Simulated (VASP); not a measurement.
# MnS (P6_3mc) in VASP: single point with PBE

Aim: the single point of MnS with PBE.

Everything below comes from runs of VASP 6.6.1. Logs are shortened: lines on timing, memory, paths and dates and some standing lists are left out, and cuts for length are marked.

## (1) The cell of the first run

The structure is hexagonal, space group P6_3mc (No. 186). Conventional cell: a = 4.012 Å, b = 4.012 Å, c = 6.462 Å, α = 90.00°, β = 90.00°, γ = 120.00°. Within 3.2 Å of Mn (site symmetry 3m) lie 4 S at 2.44 to 2.45 Å. Within 3.2 Å of S (site symmetry 3m) lie 4 Mn at 2.44 to 2.45 Å.

## (2) Single point, PBE, collinear spin, ferromagnetic start

INCAR

```
PREC     = Accurate       # precision mode
ENCUT    = 520            # plane-wave cutoff, eV
EDIFF    = 1E-6           # SCF threshold, eV
ISMEAR   = 0              # smearing method
SIGMA    = 0.1            # smearing width, eV
LREAL    = F              # projectors in reciprocal space
LASPH    = T              # aspherical terms in the spheres
NELM     = 150            # most SCF steps
ALGO     = Normal         # electronic algorithm
ISIF     = 2              # what is computed and relaxed
LWAVE    = F              # write WAVECAR
LCHARG   = T              # write CHGCAR
ISPIN    = 2              # spin polarisation
MAGMOM   = 4.6 4.6 0.15 0.15 # initial moments
LORBIT   = 11             # projections on sites
LMAXMIX  = 4              # l up to which the mixer works
GGA      = PE             # functional
LELF     = T              # ELF
LVHAR    = T            
NBANDS   = 31             # bands
```

KPOINTS

```
Automatic mesh
0
Gamma
  12 12 8
```

POSCAR

```
MnS
1.0
    4.0116313632      0.0000000000      0.0000000000
   -2.0058156816      3.4741746711      0.0000000000
    0.0000000000      0.0000000000      6.4620996353
Mn S
2 2
Direct
    0.0000000000      0.0000000000     -0.0021140091
    0.3333333333      0.6666666667      0.4978859909
    0.0000000000      0.0000000000      0.3771140091
    0.3333333333      0.6666666667      0.8771140091
```

Potentials or basis: VASP PAW PBE potentials, release 64 (Mn_pv, S).

On the command line:

```console
> cat potpaw_PBE.64/Mn_pv/POTCAR potpaw_PBE.64/S/POTCAR > POTCAR
> mpirun -np 1 vasp_std > vasp.out
```

OUTCAR:

```text
PREC = Accurate
   ENCUT = 520
   EDIFF = 1E-6
   ISMEAR = 0
   LREAL = F
   LASPH = T
   NELM = 150
   ISIF = 2
   ISPIN = 2
   LORBIT = 11
   GGA = PE

 ion  position               nearest neighbor table
   1  0.000  0.000  0.998-   4 2.44   4 2.44   4 2.44   3 2.45
   2  0.333  0.667  0.498-   3 2.44   3 2.44   3 2.44   4 2.45
   3  0.000  0.000  0.377-   2 2.44   2 2.44   2 2.44   1 2.45
   4  0.333  0.667  0.877-   1 2.44   1 2.44   1 2.44   2 2.45

  LATTYP: Found a hexagonal cell.
 ALAT       =     4.0116313632
 C/A-ratio  =     1.6108408401

  Lattice vectors:

 A1 = (   4.0116313632,   0.0000000000,   0.0000000000)
 A2 = (  -2.0058156816,   3.4741746711,   0.0000000000)
 A3 = (   0.0000000000,   0.0000000000,   6.4620996353)

Analysis of symmetry for initial positions (statically):
=====================================================================
 Subroutine PRICEL returns:
 Original cell was already a primitive cell.

 Routine SETGRP: Setting up the symmetry group for a
 hexagonal supercell.

 Subroutine GETGRP returns: Found 12 space group operations
 (whereof  6 operations were pure point group operations)
 out of a pool of 24 trial point group operations.

The static configuration has the point symmetry C_3v.
 The point group associated with its full space group is C_6v.

Analysis of symmetry for dynamics (positions and initial velocities):
=====================================================================
 Subroutine PRICEL returns:
 Original cell was already a primitive cell.

 Routine SETGRP: Setting up the symmetry group for a
 hexagonal supercell.

 Subroutine GETGRP returns: Found 12 space group operations
 (whereof  6 operations were pure point group operations)
 out of a pool of 24 trial point group operations.

The dynamic configuration has the point symmetry C_3v.
 The point group associated with its full space group is C_6v.

Analysis of structural, dynamic, and magnetic symmetry:
=====================================================================
 Subroutine PRICEL returns:
 Original cell was already a primitive cell.

 Routine SETGRP: Setting up the symmetry group for a
 hexagonal supercell.

 Subroutine GETGRP returns: Found 12 space group operations
 (whereof  6 operations were pure point group operations)
 out of a pool of 24 trial point group operations.

The overall configuration has the point symmetry C_3v.
 The point group associated with its full space group is C_6v.

 Subroutine INISYM returns: Found 12 space group operations
 (whereof  6 operations are pure point group operations),
 and found     1 'primitive' translations

----------------------------------------------------------------------------------------

                                     Primitive cell

  volume of cell :      90.0630

  direct lattice vectors                    reciprocal lattice vectors
     4.011631363  0.000000000  0.000000000     0.249275148  0.143919074  0.000000000
    -2.005815682  3.474174671  0.000000000     0.000000000  0.287838147  0.000000000
     0.000000000  0.000000000  6.462099635     0.000000000  0.000000000  0.154748465

  length of vectors
     4.011631363  4.011631363  6.462099635     0.287838147  0.287838147  0.154748465

  position of ions in fractional coordinates (direct lattice)
     0.000000000  0.000000000  0.997885991
     0.333333333  0.666666667  0.497885991
     0.000000000  0.000000000  0.377114009
     0.333333333  0.666666667  0.877114009

  ion indices of the primitive-cell ions
   primitive index   ion index
                 1           1
                 2           2
                 3           3
                 4           4

----------------------------------------------------------------------------------------

 KPOINTS: Automatic mesh

Automatic generation of k-mesh.
 Grid dimensions read from file:
 generate k-points for:   12   12    8

 Generating k-lattice:

  Cartesian coordinates                     Fractional coordinates (reciprocal lattice)
     0.020772929  0.011993256  0.000000000     0.083333333  0.000000000  0.000000000
     0.000000000  0.023986512  0.000000000     0.000000000  0.083333333  0.000000000
     0.000000000  0.000000000  0.019343558     0.000000000  0.000000000  0.125000000

  Length of vectors
     0.023986512  0.023986512  0.019343558

  Shift w.r.t. Gamma in fractional coordinates (k-lattice)
     0.000000000  0.000000000  0.000000000

 Subroutine IBZKPT returns following result:
 ===========================================

 Found     95 irreducible k-points:

 Following reciprocal coordinates:
            Coordinates               Weight
  0.000000  0.000000  0.000000      1.000000
  0.083333  0.000000  0.000000      6.000000
  0.166667  0.000000  0.000000      6.000000
  0.250000  0.000000  0.000000      6.000000
  0.333333 -0.000000  0.000000      6.000000
  0.416667  0.000000  0.000000      6.000000
[... 16 lines left out ...]
  0.250000  0.000000  0.125000     12.000000
  0.333333 -0.000000  0.125000     12.000000
 [... further k-points ...]
   k-points           NKPTS =     95   k-points in BZ     NKDIM =     95   number of bands    NBANDS=     31
   number of dos      NEDOS =    301   number of ions     NIONS =      4
   total plane-waves  NPLWV =  43200
   dimension x,y,z NGX =    30 NGY =   30 NGZ =   48
   dimension x,y,z NGXF=    60 NGYF=   60 NGZF=   96
   ions per type =               2   2
   NGX,Y,Z   is equivalent  to a cutoff of  12.43, 12.43, 12.35 a.u.
   NGXF,Y,Z  is equivalent  to a cutoff of  24.86, 24.86, 24.70 a.u.
 SYSTEM =  unknown system
   PREC   = accura    normal or accurate (medium, high low for compatibility)
   ISTART =      0    job   : 0-new  1-cont  2-samecut
   ICHARG =      2    charge: 1-file 2-atom 10-const
   ISPIN  =      2    spin polarized calculation?
   LNONCOLLINEAR =      F non collinear calculations
   LSORBIT =      F    spin-orbit coupling
   LASPH  =      T    aspherical Exc in radial PAW
   ENCUT  =  520.0 eV  38.22 Ry    6.18 a.u.   7.46  7.46 12.02*2*pi/ulx,y,z
   NELM   =    150;   NELMIN=  2; NELMDL= -5     # of ELM steps
   EDIFF  = 0.1E-05   stopping-criterion for ELM
   LREAL  =      F    real-space projection
   EDIFFG = 0.1E-04   stopping-criterion for IOM
   NSW    =      0    number of steps for IOM
   IBRION =     -1    ionic relax: 0-MD 1-quasi-New 2-CG
   NFREE  =      0    steps in history (QN), initial steepest desc. (CG)
   ISIF   =      2    stress and relaxation
   ISYM   =      2    0-nonsym 1-usesym 2-fastsym
   POTIM  = 0.5000    time-step for ionic-motion
   TEBEG  =    0.0;   TEEND  =   0.0 temperature during run
   PSTRESS=    0.0 pullay stress
   NELECT =      38.0000    total number of electrons
   NUPDOWN=      -1.0000    fix difference up-down
   EMIN   =  10.00;   EMAX   =-10.00  energy-range for DOS
   EFERMI =   0.00;   METHOD = LEGACY
   ISMEAR =     0;   SIGMA  =   0.10  broadening in eV -4-tet -1-fermi 0-gaus
   EFERMI_NEDOS =   21; number of points for ismear=-14 and -15
   IALGO  =     38    algorithm
   IMIX   =      4    mixing-type and parameters
     AMIX     =   0.40;   BMIX     =  1.00
     AMIX_MAG =   1.60;   BMIX_MAG =  1.00
  volume/ion in A,a.u.               =      22.52       151.94
  Fermi-wavevector in a.u.,A,eV,Ry     =   1.227874  2.320346 20.513169  1.507675
  Thomas-Fermi vector in A             =   2.362821
   LORBIT       =     11    0 simple, 1 ext, 2 COOP (PROOUT), +10 PAW based schemes
   GGA     = PE    functional components
   LHFCALC =     F    Hartree Fock is set to
   AEXX    =    0.0000 exact exchange contribution
   IVDW    =     0    specifies the selected vdW correction
   LEPSILON=     F    determine dielectric tensor
   LRPA    =     F    only Hartree local field effects (RPA)
 spin polarized calculation
 Gauss-broadening in eV      SIGMA  =   0.10
  energy-cutoff  :      520.00
  volume of cell :       90.06
 maximum number of plane-waves:      2446
 NGX is ok and might be reduce to    30
   NGX = 15   NGY = 15   NGZ = 25

 number of electron      37.9999997 magnetization      10.0152394

 number of electron      37.9999997 magnetization       9.9769287

 Free energy of the ion-electron system (eV)
  ---------------------------------------------------
  ext. energy  EPLUGINS =         0.00000000
  ---------------------------------------------------
  free energy    TOTEN  =       -28.19891196 eV

  energy without entropy =      -28.19664073  energy(sigma->0) =      -28.19777635

 E-fermi :   4.3829     XC(G=0):  -9.1831

 val. band max:        4.3492492188   @ k =   0.0833   0.0000   0.1250
 cond. band min:       4.3905038074   @ k =   0.0833   0.0000   0.0000
 fundamental gap:      0.0412545886
 Fermi energy:         4.3829365732

 spin component 1

 k-point     1 :       0.0000    0.0000    0.0000
  band No.  band energies     occupation
      1     -46.4949      1.00000
      2     -46.4943      1.00000
      3     -46.4943      1.00000
      4     -46.4938      1.00000
      5     -46.4938      1.00000
      6     -46.4919      1.00000
[... 805 lines left out ...]
     30      11.3541      0.00000
     31      11.8420      0.00000

 [... further k-points ...]

 spin component 2

 k-point     1 :       0.0000    0.0000    0.0000
  band No.  band energies     occupation
      1     -41.8502      1.00000
      2     -41.8492      1.00000
      3     -41.8492      1.00000
      4     -41.8485      1.00000
      5     -41.8485      1.00000
      6     -41.8459      1.00000
[... 805 lines left out ...]
     30      12.2896      0.00000
     31      12.7894      0.00000

 [... further k-points ...]
[... 5 lines left out ...]
  --------------------------------------------------------------------------------------
  -------------------------------------------------------------------------------------
  Total        0.0260182      0.0260182      0.0193783      0.0000000      0.0000000      0.0000000
  in kB        0.4628519      0.4628519      0.3447299      0.0000000      0.0000000      0.0000000
  external PRESSURE =       0.4234779 kB  Pullay stress =       0.0000000 kB

 VOLUME and BASIS-vectors are now :
 -----------------------------------------------------------------------------
  energy-cutoff  :      520.00
  volume of cell :       90.06
      direct lattice vectors                 reciprocal lattice vectors
     4.011631363  0.000000000  0.000000000     0.249275148  0.143919074  0.000000000
    -2.005815682  3.474174671  0.000000000     0.000000000  0.287838147  0.000000000
     0.000000000  0.000000000  6.462099635     0.000000000  0.000000000  0.154748465

 POSITION                                       TOTAL-FORCE (eV/Angst)
 -----------------------------------------------------------------------------------
      0.00000      0.00000      6.44844        -0.000000      0.000000     -0.000352
     -0.00000      2.31612      3.21739         0.000000     -0.000000     -0.000352
      0.00000      0.00000      2.43695         0.000000     -0.000000      0.000352
     -0.00000      2.31612      5.66800        -0.000000      0.000000      0.000352
 -----------------------------------------------------------------------------------
    total drift:                                0.000000     -0.000000      0.000982

  FREE ENERGIE OF THE ION-ELECTRON SYSTEM (eV)
  ---------------------------------------------------
  free  energy   TOTEN  =       -28.1989119649 eV

  energy  without entropy=      -28.1966407346  energy(sigma->0) =      -28.19777635

 total charge

# of ion       s       p       d       tot
------------------------------------------
    1        0.255   6.202   4.893  11.349
    2        0.255   6.202   4.893  11.349
    3        1.314   2.445   0.000   3.759
    4        1.314   2.445   0.000   3.759
--------------------------------------------------
tot          3.138  17.294   9.785  30.218

 magnetization (x)

# of ion       s       p       d       tot
------------------------------------------
    1        0.049   0.065   4.264   4.377
    2        0.049   0.065   4.264   4.377
    3        0.012   0.085   0.000   0.097
    4        0.012   0.085   0.000   0.097
--------------------------------------------------
tot          0.121   0.299   8.528   8.948
```

It took 7.8 min on 1 thread of Intel Xeon Platinum 8375C at 2.90GHz (Ice Lake), shared host; peak memory 0.49 GiB.

What came out:

```yaml
Free_energy: -28.1989 eV
Pressure: 0.0 GPa
Band_gap_on_the_k_mesh: zero (filled and empty bands overlap)
Net_moment: 9.98 μB per cell
Site_moments: Mn +4.38; S +0.10 μB
Valence_electrons_inside_the_program's_atomic_spheres: Mn 11.35; S 3.76
```

Levels at points of the mesh, in eV from the Fermi level:
Spin up:
```csv
k point,band 22,band 23,band 24,band 25,band 26,band 27
"(0.00, 0.00, 0.00)",-0.06,0.07,0.07,0.88,2.51,5.60
"(0.50, 0.00, 0.00)",-2.29,-1.30,-0.94,3.36,3.46,4.22
"(0.00, 0.00, 0.50)",-0.43,-0.43,-0.43,2.47,2.47,5.49
"(0.50, 0.00, 0.50)",-1.60,-1.47,-1.47,2.95,2.95,4.88
```
Spin down:
| k point | band 10 | band 11 | band 12 | band 13 | band 14 | band 15 | band 16 | band 17 | band 18 | band 19 |
| --- | --- | --- | --- | --- | --- | --- | --- | --- | --- | --- |
| (0.00, 0.00, 0.00) | -3.30 | -3.30 | -3.28 | -3.28 | -3.18 | 0.55 | 0.55 | 0.91 | 1.01 | 1.01 |
| (0.50, 0.00, 0.00) | -4.55 | -3.97 | -3.39 | -3.37 | -3.20 | 0.11 | 0.36 | 0.69 | 0.88 | 0.93 |
| (0.00, 0.00, 0.50) | -4.28 | -3.30 | -3.30 | -3.30 | -3.30 | 0.84 | 0.84 | 0.84 | 0.84 | 1.75 |
| (0.50, 0.00, 0.50) | -5.06 | -3.34 | -3.34 | -3.30 | -3.30 | 0.57 | 0.57 | 0.90 | 0.90 | 0.98 |

Caveat: semilocal functionals often make such compounds metallic where correlation or magnetic order opens a gap, which also shifts bond lengths; only a ferromagnetic start was run, and an antiferromagnetic order may lie lower in energy.
